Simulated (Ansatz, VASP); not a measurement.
**Two plane-wave programs on RbCd**

```
CELL_PARAMETERS angstrom
4.50578 0.00000 0.00000
0.00000 4.50578 0.00000
0.00000 0.00000 4.50578
ATOMIC_POSITIONS crystal
Rb 0.50000 0.50000 0.50000
Cd 0.00000 0.00000 0.00000
```

Alike in both runs: task single point; functional PBE; k mesh 12 × 12 × 12; occupations gaussian, width 0.1 eV; no spin polarisation.

|  | VASP | Ansatz |
| --- | --- | --- |
| version | VASP 6.6.1 | Ansatz 0.2.0 |
| potentials or method | VASP PAW PBE potentials, release 64 (Rb_sv, Cd), cutoff 500 eV | scalar-relativistic, plane waves, PAW |
| valence electrons in the cell | 21 | 29 |

|  | VASP | Ansatz | Ansatz less VASP |
| --- | --- | --- | --- |
| gap on the k mesh at the Fermi level (eV) | none | none | - |
| pressure (GPa) | 0.3 | 0.3 | -0.01 |

A gap of «none» marks a metal or a gap that the smearing closes. VASP's potentials hold 21 valence electrons a cell and Ansatz's 29, so a difference there can come from the potentials and not from the codes.
